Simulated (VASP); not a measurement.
Here is a VASP 6.6.1 calculation.

The input INCAR:

```
PREC = Accurate
ENCUT = 520
EDIFF = 1E-6
ISMEAR = 0
SIGMA = 0.1
LREAL = F
LASPH = T
NELM = 80
ALGO = Normal
ISIF = 2
LWAVE = F
LCHARG = T
GGA = PS
LELF = T
LVHAR = T
NBANDS = 22
```

KPOINTS

```
regular mesh
0
Gamma
  8 8 6
```

Contents of POSCAR:

```
B
1.0
   -1.4623341973      2.6528520900      0.0002043589
   -0.0000574050     -0.0002454562     -3.2503459179
   -4.3871413072     -2.6529194200     -0.0003291965
B
8
Direct
    0.5163410963      0.4102286324      0.8285290362
    0.0163133522      0.4102572694      0.3285104633
    0.2663688041      0.0897779576      0.5785340741
    0.7663862699      0.0897867992      0.0785516766
    0.9836448654      0.5897682505      0.6714557588
    0.4836489424      0.5897399682      0.1714457806
    0.2336642914      0.9102277573      0.9214975868
    0.7336323782      0.9102133654      0.4214756236
```

Potentials or basis: VASP PAW PBE potentials, release 64 (B).

The run is started by

```console
$ cat potpaw_PBE.64/B/POTCAR > POTCAR
$ mpirun -np 1 vasp_std > vasp.out
```

Question: Estimate the largest force.

Answer: 0.009 eV/Å.

Question: What does it give for the band gap on the k mesh?

Answer: Zero (band 12 reaches 9.46 eV, above the bottom of band 13 at 8.39 eV).

Question: Predict the pressure.

Answer: 0.4 GPa.

Forces in eV/Å, atoms in the order of the input:
```
B   -0.001 -0.007 -0.002
B   -0.004 -0.008  0.000
B   -0.001 -0.008  0.002
B    0.001 -0.008  0.003
B    0.000  0.008  0.002
B    0.000  0.007  0.000
B    0.003  0.008 -0.002
B    0.001  0.008 -0.003
```

Caveat: the PAW data sets were made with another functional, which shifts forces and pressure a little.
